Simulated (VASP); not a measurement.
# Cu (Pm-3n) in VASP: further runs

Runs on Cu. Level: RPBE. Tasks: single point, relaxation of cell and atoms.

All numbers are computed with VASP 6.6.1; they aren't measurements. Logs are shortened: lines on timing, memory, paths and dates and some standing lists are left out, and cuts for length are marked.

## 1. The cell of the first run

It takes space group Pm-3n (No. 223, cubic). The conventional cell has a = 4.671 Å, b = 4.671 Å, c = 4.671 Å, α = 90.00°, β = 90.00°, γ = 90.00°. Cu (site symmetry m-3) has 12 Cu at 2.61 Å within 3.4 Å. Cu (site symmetry -4m2) has 14 Cu at 2.34 to 2.86 Å within 3.1 Å.

## 2. Single point, RPBE

Contents of INCAR:

```
PREC = Accurate
ENCUT = 520
EDIFF = 1E-6
ISMEAR = -1
SIGMA = 0.1
LREAL = False
LASPH = True
NELM = 60
ALGO = Normal
ISIF = 2
LWAVE = False
LCHARG = True
GGA = RP
LELF = True
LVHAR = True
NBANDS = 54
```

Contents of KPOINTS:

```
regular mesh
0
Gamma
  6 6 6
```

Contents of POSCAR:

```
Cu
1.0
    4.6708010954      0.0000000000      0.0000000000
    0.0000000000      4.6708010954      0.0000000000
    0.0000000000      0.0000000000      4.6708010954
Cu
8
Direct
    1.0000000000      1.0000000000      0.0000000000
    0.5000000000      0.5000000000      0.5000000000
    0.2500000000      0.0000000000      0.5000000000
    0.7500000000      0.0000000000      0.5000000000
    0.5000000000      0.2500000000      1.0000000000
    0.5000000000      0.7500000000      0.0000000000
    0.0000000000      0.5000000000      0.2500000000
    0.0000000000      0.5000000000      0.7500000000
```

Potentials or basis: VASP PAW PBE potentials, release 64 (Cu).

Run with:

```
$ cat potpaw_PBE.64/Cu/POTCAR > POTCAR
$ mpirun -np 1 vasp_std > vasp.out
```

OUTCAR:

```text
PREC = Accurate
   ENCUT = 520
   EDIFF = 1E-6
   ISMEAR = -1
   LREAL = False
   LASPH = True
   NELM = 60
   ISIF = 2
   GGA = RP

 ion  position               nearest neighbor table
   1  0.000  0.000  0.000-   3 2.61   4 2.61   5 2.61   6 2.61   7 2.61   8 2.61   3 2.61   4 2.61
                             7 2.61   8 2.61   5 2.61   6 2.61
   2  0.500  0.500  0.500-   3 2.61   4 2.61   5 2.61   6 2.61   7 2.61   8 2.61   5 2.61   6 2.61
                             3 2.61   4 2.61   7 2.61   8 2.61
   3  0.250  0.000  0.500-   4 2.34   4 2.34   1 2.61   1 2.61   2 2.61   2 2.61
   4  0.750  0.000  0.500-   3 2.34   3 2.34   1 2.61   1 2.61   2 2.61   2 2.61
   5  0.500  0.250  0.000-   6 2.34   6 2.34   1 2.61   2 2.61   2 2.61   1 2.61
   6  0.500  0.750  0.000-   5 2.34   5 2.34   1 2.61   2 2.61   2 2.61   1 2.61
   7  0.000  0.500  0.250-   8 2.34   8 2.34   1 2.61   2 2.61   1 2.61   2 2.61
   8  0.000  0.500  0.750-   7 2.34   7 2.34   1 2.61   2 2.61   1 2.61   2 2.61

  LATTYP: Found a simple cubic cell.
 ALAT       =     4.6708010954

  Lattice vectors:

 A1 = (   4.6708010954,   0.0000000000,   0.0000000000)
 A2 = (   0.0000000000,   4.6708010954,   0.0000000000)
 A3 = (   0.0000000000,   0.0000000000,   4.6708010954)

Analysis of symmetry for initial positions (statically):
=====================================================================
 Subroutine PRICEL returns:
 Original cell was already a primitive cell.

 Routine SETGRP: Setting up the symmetry group for a
 simple cubic supercell.

 Subroutine GETGRP returns: Found 48 space group operations
 (whereof 24 operations were pure point group operations)
 out of a pool of 48 trial point group operations.

The static configuration has the point symmetry T_h .
 The point group associated with its full space group is O_h .

Analysis of symmetry for dynamics (positions and initial velocities):
=====================================================================
 Subroutine PRICEL returns:
 Original cell was already a primitive cell.

 Routine SETGRP: Setting up the symmetry group for a
 simple cubic supercell.

 Subroutine GETGRP returns: Found 48 space group operations
 (whereof 24 operations were pure point group operations)
 out of a pool of 48 trial point group operations.

The dynamic configuration has the point symmetry T_h .
 The point group associated with its full space group is O_h .

 Subroutine INISYM returns: Found 48 space group operations
 (whereof 24 operations are pure point group operations),
 and found     1 'primitive' translations

----------------------------------------------------------------------------------------

                                     Primitive cell

  volume of cell :     101.9000

  direct lattice vectors                    reciprocal lattice vectors
     4.670801095  0.000000000  0.000000000     0.214096036  0.000000000  0.000000000
     0.000000000  4.670801095  0.000000000     0.000000000  0.214096036  0.000000000
     0.000000000  0.000000000  4.670801095     0.000000000  0.000000000  0.214096036

  length of vectors
     4.670801095  4.670801095  4.670801095     0.214096036  0.214096036  0.214096036

  position of ions in fractional coordinates (direct lattice)
     0.000000000  0.000000000  0.000000000
     0.500000000  0.500000000  0.500000000
     0.250000000  0.000000000  0.500000000
     0.750000000  0.000000000  0.500000000
     0.500000000  0.250000000  0.000000000
     0.500000000  0.750000000  0.000000000
     0.000000000  0.500000000  0.250000000
     0.000000000  0.500000000  0.750000000

  ion indices of the primitive-cell ions
   primitive index   ion index
                 1           1
                 2           2
                 3           3
                 4           4
                 5           5
                 6           6
                 7           7
                 8           8

----------------------------------------------------------------------------------------

 KPOINTS: regular mesh

Automatic generation of k-mesh.
 Grid dimensions read from file:
 generate k-points for:    6    6    6

 Generating k-lattice:

  Cartesian coordinates                     Fractional coordinates (reciprocal lattice)
     0.035682673  0.000000000  0.000000000     0.166666667  0.000000000  0.000000000
     0.000000000  0.035682673  0.000000000     0.000000000  0.166666667  0.000000000
     0.000000000  0.000000000  0.035682673     0.000000000  0.000000000  0.166666667

  Length of vectors
     0.035682673  0.035682673  0.035682673

  Shift w.r.t. Gamma in fractional coordinates (k-lattice)
     0.000000000  0.000000000  0.000000000

 Subroutine IBZKPT returns following result:
 ===========================================

 Found     20 irreducible k-points:

 Following reciprocal coordinates:
            Coordinates               Weight
  0.000000  0.000000  0.000000      1.000000
  0.166667  0.000000  0.000000      6.000000
  0.333333  0.000000  0.000000      6.000000
  0.500000  0.000000  0.000000      3.000000
  0.166667  0.166667  0.000000     12.000000
  0.333333  0.166667  0.000000     24.000000
[... 12 lines left out ...]
  0.500000  0.500000  0.333333      6.000000
  0.500000  0.500000  0.500000      1.000000
   k-points           NKPTS =     20   k-points in BZ     NKDIM =     20   number of bands    NBANDS=     54
   number of dos      NEDOS =    301   number of ions     NIONS =      8
   total plane-waves  NPLWV =  46656
   dimension x,y,z NGX =    36 NGY =   36 NGZ =   36
   dimension x,y,z NGXF=    72 NGYF=   72 NGZF=   72
   ions per type =               8
   NGX,Y,Z   is equivalent  to a cutoff of  12.81, 12.81, 12.81 a.u.
   NGXF,Y,Z  is equivalent  to a cutoff of  25.63, 25.63, 25.63 a.u.
 SYSTEM =  unknown system
   PREC   = accura    normal or accurate (medium, high low for compatibility)
   ISTART =      0    job   : 0-new  1-cont  2-samecut
   ICHARG =      2    charge: 1-file 2-atom 10-const
   ISPIN  =      1    spin polarized calculation?
   LNONCOLLINEAR =      F non collinear calculations
   LSORBIT =      F    spin-orbit coupling
   LASPH  =      T    aspherical Exc in radial PAW
   ENCUT  =  520.0 eV  38.22 Ry    6.18 a.u.   8.68  8.68  8.68*2*pi/ulx,y,z
   NELM   =     60;   NELMIN=  2; NELMDL= -5     # of ELM steps
   EDIFF  = 0.1E-05   stopping-criterion for ELM
   LREAL  =      F    real-space projection
   EDIFFG = 0.1E-04   stopping-criterion for IOM
   NSW    =      0    number of steps for IOM
   IBRION =     -1    ionic relax: 0-MD 1-quasi-New 2-CG
   NFREE  =      0    steps in history (QN), initial steepest desc. (CG)
   ISIF   =      2    stress and relaxation
   ISYM   =      2    0-nonsym 1-usesym 2-fastsym
   POTIM  = 0.5000    time-step for ionic-motion
   TEBEG  =    0.0;   TEEND  =   0.0 temperature during run
   PSTRESS=    0.0 pullay stress
   NELECT =      88.0000    total number of electrons
   NUPDOWN=      -1.0000    fix difference up-down
   EMIN   =  10.00;   EMAX   =-10.00  energy-range for DOS
   EFERMI =   0.00;   METHOD = LEGACY
   ISMEAR =    -1;   SIGMA  =   0.10  broadening in eV -4-tet -1-fermi 0-gaus
   EFERMI_NEDOS =   21; number of points for ismear=-14 and -15
   IALGO  =     38    algorithm
   IMIX   =      4    mixing-type and parameters
     AMIX     =   0.40;   BMIX     =  1.00
     AMIX_MAG =   1.60;   BMIX_MAG =  1.00
  volume/ion in A,a.u.               =      12.74        85.96
  Fermi-wavevector in a.u.,A,eV,Ry     =   1.558994  2.946071 33.068433  2.430461
  Thomas-Fermi vector in A             =   2.662417
   LORBIT       =      0    0 simple, 1 ext, 2 COOP (PROOUT), +10 PAW based schemes
   GGA     = RP    functional components
   LHFCALC =     F    Hartree Fock is set to
   AEXX    =    0.0000 exact exchange contribution
   IVDW    =     0    specifies the selected vdW correction
   LEPSILON=     F    determine dielectric tensor
   LRPA    =     F    only Hartree local field effects (RPA)
 non-spin polarized calculation
  energy-cutoff  :      520.00
  volume of cell :      101.90
 maximum number of plane-waves:      2800
 NGX is ok and might be reduce to    36
   NGX = 17   NGY = 17   NGZ = 17

 number of electron      87.9999945 magnetization

 Free energy of the ion-electron system (eV)
  ---------------------------------------------------
  ext. energy  EPLUGINS =         0.00000000
  ---------------------------------------------------
  free energy    TOTEN  =       -25.34346496 eV

  energy without entropy =      -25.24515311  energy(sigma->0) =      -25.29430904

 E-fermi :   6.9011     XC(G=0): -12.1431

 val. band max:        6.8455248769   @ k =   0.5000   0.1667   0.1667
 cond. band min:       6.9204028621   @ k =   0.5000   0.5000   0.3333
 fundamental gap:      0.0748779852
 Fermi energy:         6.9010553923

 k-point     1 :       0.0000    0.0000    0.0000
  band No.  band energies     occupation
      1      -1.9370      2.00000
      2       2.0420      2.00000
      3       2.0420      2.00000
      4       2.4986      2.00000
      5       2.9949      2.00000
      6       2.9949      2.00000
[... 46 lines left out ...]
     53      14.2678      0.00000
     54      14.2678      0.00000

 k-point     2 :       0.1667    0.0000    0.0000
  band No.  band energies     occupation
      1      -1.7363      2.00000
      2       1.8196      2.00000
      3       2.1522      2.00000
      4       2.3240      2.00000
      5       2.9596      2.00000
      6       2.9596      2.00000
[... 46 lines left out ...]
     53      14.3834      0.00000
     54      14.3862      0.00000
[... 967 lines left out ...]
     53      18.0246      0.00000
     54      18.0514      0.00000

 k-point    20 :       0.5000    0.5000    0.5000
  band No.  band energies     occupation
      1       2.2474      2.00000
      2       2.2474      2.00000
      3       2.2474      2.00000
      4       2.2474      2.00000
      5       2.2474      2.00000
      6       2.2474      2.00000
[... 46 lines left out ...]
     53      18.7319      0.00000
     54      18.7346      0.00000

------------------------ aborting loop because EDIFF is reached ----------------------------------------

  FORCE on cell =-STRESS in cart. coord.  units (eV):
  Direction    XX          YY          ZZ          XY          YZ          ZX
  --------------------------------------------------------------------------------------
  -------------------------------------------------------------------------------------
  Total        0.3622531      0.3622531      0.3622531     -0.0000000      0.0000000      0.0000000
  in kB        5.6957188      5.6957188      5.6957188     -0.0000000      0.0000000      0.0000000
  external PRESSURE =       5.6957188 kB  Pullay stress =       0.0000000 kB

 VOLUME and BASIS-vectors are now :
 -----------------------------------------------------------------------------
  energy-cutoff  :      520.00
  volume of cell :      101.90
      direct lattice vectors                 reciprocal lattice vectors
     4.670801095  0.000000000  0.000000000     0.214096036  0.000000000  0.000000000
     0.000000000  4.670801095  0.000000000     0.000000000  0.214096036  0.000000000
     0.000000000  0.000000000  4.670801095     0.000000000  0.000000000  0.214096036

 POSITION                                       TOTAL-FORCE (eV/Angst)
 -----------------------------------------------------------------------------------
      0.00000      0.00000      0.00000        -0.000000      0.000000     -0.000000
      2.33540      2.33540      2.33540        -0.000000      0.000000     -0.000000
      1.16770      0.00000      2.33540        -0.000000     -0.000000      0.000000
      3.50310      0.00000      2.33540         0.000000      0.000000      0.000000
      2.33540      1.16770      0.00000        -0.000000     -0.000000      0.000000
      2.33540      3.50310      0.00000         0.000000      0.000000     -0.000000
      0.00000      2.33540      1.16770        -0.000000     -0.000000     -0.000000
      0.00000      2.33540      3.50310        -0.000000      0.000000     -0.000000
 -----------------------------------------------------------------------------------
    total drift:                                0.000000      0.000000     -0.000000

  FREE ENERGIE OF THE ION-ELECTRON SYSTEM (eV)
  ---------------------------------------------------
  free  energy   TOTEN  =       -25.3434649642 eV

  energy  without entropy=      -25.2451531130  energy(sigma->0) =      -25.29430904
```

Wall time 2.8 min (1 thread of Intel Xeon 8259CL, shared host); peak memory 0.24 GiB.

What came out:

| Quantity | Value |
| --- | --- |
| Free energy | -25.3435 eV |
| Pressure | 0.6 GPa |
| Band gap on the k mesh | zero (bands 44 and 45 overlap by 1.77 eV) |

Levels at points of the mesh, in eV from the Fermi level:
```
           k point  band 41  band 42  band 43  band 44  band 45  band 46  band 47  band 48
(0.00, 0.00, 0.00)    -1.59    -0.13    -0.13    -0.13     0.98     0.98     1.11     6.11
(0.50, 0.00, 0.00)    -1.39    -1.39     0.79     0.79     1.00     1.00     2.67     2.67
(0.50, 0.50, 0.00)    -1.60    -1.48    -1.48    -1.34     1.18     2.62     2.62     3.23
(0.50, 0.50, 0.50)    -0.99    -0.99    -0.99    -0.99    -0.99    -0.99    -0.78    -0.78
```

Caveat: the PAW data sets were made with another functional, which shifts forces and pressure a little.

[end of part 1 of 2]
